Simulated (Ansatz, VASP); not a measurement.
## One calculation of Na2S, two programs

INCAR

```
PREC     = Accurate       # precision mode
ENCUT    = 500            # plane-wave cutoff, eV
EDIFF    = 1E-6           # SCF threshold, eV
ISMEAR   = 0              # smearing method
SIGMA    = 0.05           # smearing width, eV
LREAL    = F              # projectors in reciprocal space
LASPH    = T              # aspherical terms in the spheres
NELM     = 120            # most SCF steps
ALGO     = Normal         # electronic algorithm
ISIF     = 2              # what is computed and relaxed
LWAVE    = F              # write WAVECAR
LCHARG   = F              # write CHGCAR
GGA      = PS             # functional
NBANDS   = 17             # bands
GGA_COMPAT= F
```

File KPOINTS:

```
regular mesh
0
Gamma
  10 10 10
```

Contents of POSCAR:

```
Na2S
1.0
    0.0000000000      3.2629996103      3.2629996103
    3.2629996103      0.0000000000      3.2629996103
    3.2629996103      3.2629996103      0.0000000000
Na S
2 1
Direct
    0.2500000000      0.2500000000      0.2500000000
    0.7500000000      0.7500000000      0.7500000000
    0.0000000000      0.0000000000      0.0000000000
```

Input for Ansatz:

```yaml
crystal:
  lattice:
    - [0.0, 3.2629996103, 3.2629996103]
    - [3.2629996103, 0.0, 3.2629996103]
    - [3.2629996103, 3.2629996103, 0.0]
  atoms:
    - { symbol: Na, position: [0.25, 0.25, 0.25] }
    - { symbol: Na, position: [0.75, 0.75, 0.75] }
    - { symbol: S, position: [0.0, 0.0, 0.0] }
basis:
  ecutwfc: 420
  ecutrho_ratio: 4
kpoints:
  mp_grid: { grid: [10, 10, 10] }
hamiltonian:
  xc: pbesol
scf:
  occupations: { method: gaussian, width: 0.05 }
output:
  forces: true
  stress: true
  eigenvalues: true
```

Alike in both runs: task single point; functional PBEsol; k mesh 10 × 10 × 10; occupations gaussian, width 0.05 eV; no spin polarisation.

|  | VASP | Ansatz |
| --- | --- | --- |
| version | VASP 6.6.1 | Ansatz 0.2.0 |
| potentials or method | VASP PAW PBE potentials, release 64 (Na_pv, S), cutoff 500 eV | scalar-relativistic, plane waves, PAW |
| valence electrons in the cell | 20 | 24 |

Ansatz gave:

| Property | Result |
| --- | --- |
| gap on the k mesh at the Fermi level (eV) | 2.39 |
| least direct gap on the mesh (eV) | 2.39 |
| pressure (GPa) | -0.3 |

Which values does VASP return?

gap on the k mesh at the Fermi level (eV): 2.39; least direct gap on the mesh (eV): 2.39; pressure (GPa): -0.2.

VASP's potentials were made for PBE, not for PBEsol. VASP's potentials hold 20 valence electrons a cell and Ansatz's 24, so a difference there can come from the potentials and not from the codes.
